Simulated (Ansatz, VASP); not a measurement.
Ir in VASP and in Ansatz

```xyz
2
Lattice="0.0000 2.6241 2.6241 2.6241 0.0000 2.6241 2.6241 2.6241 0.0000" Properties=species:S:1:pos:R:3 pbc="T T T"
Ir   -0.6560   -0.6560   -0.6560
Ir    0.6560    0.6560    0.6560
```

Change from the starting cell: volume scaled by 0.88, LAPW.

Alike in both runs: task single point; functional LDA; k mesh 13 × 13 × 13; occupations fermi-dirac, width 0.1 eV; no spin polarisation.

```csv
,VASP,Ansatz
version,VASP 6.6.1,Ansatz 0.2.0
potentials or method,"VASP PAW LDA potentials, release 64 (Ir), cutoff 520 eV","all-electron LAPW, scalar-relativistic"
```

|  | VASP | Ansatz | Ansatz less VASP |
| --- | --- | --- | --- |
| pressure (GPa) | 36.7 | 37.8 | +1.09 |

LDA's correlation is that of Perdew and Zunger in VASP and of Perdew and Wang (1992) in Ansatz. Both programs put the cell under a high pressure, so it lies far from rest at this level. Ansatz ran all-electron here, and VASP with PAW potentials.

Neither program's run includes spin-orbit coupling.
